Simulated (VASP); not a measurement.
## Bi: single point with PBE

Crystal: Bi.

```
Bi
1.0
     0.00000    2.51588    2.51588
     2.51588    0.00000    2.51588
     2.51588    2.51588    0.00000
Bi
1
Cartesian
  0.0000 0.0000 0.0000
```

| Item | Value |
| --- | --- |
| Program | VASP 6.6.1 |
| Task | single point |
| Functional | PBE |
| Potentials or basis | VASP PAW PBE potentials, release 64 (Bi_d) |
| Cutoff | 520 eV |
| k mesh | 11 × 11 × 11 |
| Occupations | fermi-dirac, width 0.1 eV |
| Spin | no spin polarisation |

| Property | Result |
| --- | --- |
| Pressure | 0.0 GPa |

Levels at points of the mesh, in eV from the Fermi level:
```
           k point  band 3  band 4  band 5  band 6  band 7  band 8  band 9  band 10  band 11  band 12
(0.00, 0.00, 0.00)  -23.10  -23.03  -23.03  -13.46    4.78    4.78    4.78     8.56     9.06    10.67
```

Run time: 17 s on 1 thread of Intel(R) Xeon(R) Platinum 8488C (Sapphire Rapids), on a shared host, peak memory 0.17 GiB.

Caveat: spin-orbit coupling is left out, which moves the levels of the heavy elements.
